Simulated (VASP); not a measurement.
## Al2Cu: single point with PBEsol

Al2Cu:

```
Al Cu
1.0
    -2.08537    2.08537    2.94890
     2.08537   -2.08537    2.94890
     2.08537    2.08537   -2.94890
Al Cu
2 1
Direct
  0.75000 0.25000 0.50000
  0.25000 0.75000 0.50000
  0.50000 0.50000 0.00000
```

This cell differs from its parent crystal: strain +0.030 along x and y, +0.030 along z.

| Quantity | Value |
| --- | --- |
| Program | VASP 6.6.1 |
| Task | single point |
| Functional | PBEsol |
| Potentials or basis | VASP PAW PBE potentials, release 64 (Al, Cu) |
| Cutoff | 520 eV |
| k mesh | 16 × 16 × 16 |
| Occupations | gaussian, width 0.15 eV |
| Spin | no spin polarisation |

| Item | Value |
| --- | --- |
| Pressure | -7.5 GPa |
| Band gap on the k mesh | zero (an odd number of electrons rules out a gap without spin polarisation) |

Levels at points of the mesh, in eV from the Fermi level:
| k point | band 6 | band 7 | band 8 | band 9 | band 10 | band 11 | band 12 | band 13 |
| --- | --- | --- | --- | --- | --- | --- | --- | --- |
| (0.00, 0.00, 0.00) | -3.76 | 2.69 | 2.69 | 2.69 | 2.88 | 2.88 | 2.88 | 3.48 |
| (0.50, 0.00, 0.00) | -3.71 | -3.71 | 0.62 | 0.62 | 2.78 | 2.78 | 3.28 | 4.08 |
| (0.50, 0.50, 0.00) | -3.63 | -3.54 | -1.85 | -1.85 | 0.06 | 1.53 | 8.80 | 9.88 |
| (0.50, 0.50, 0.50) | -3.63 | -3.54 | -1.85 | -1.85 | 0.06 | 1.53 | 8.80 | 9.88 |

Wall time 8.5 min on 1 thread of Intel Xeon 8259CL, on a shared host, peak memory 0.4 GiB.

Caveat: the cell differs from its parent crystal (strain +0.030 along x and y, +0.030 along z); the cell stands under tension; the PAW data sets were made with another functional, which shifts forces and pressure a little.
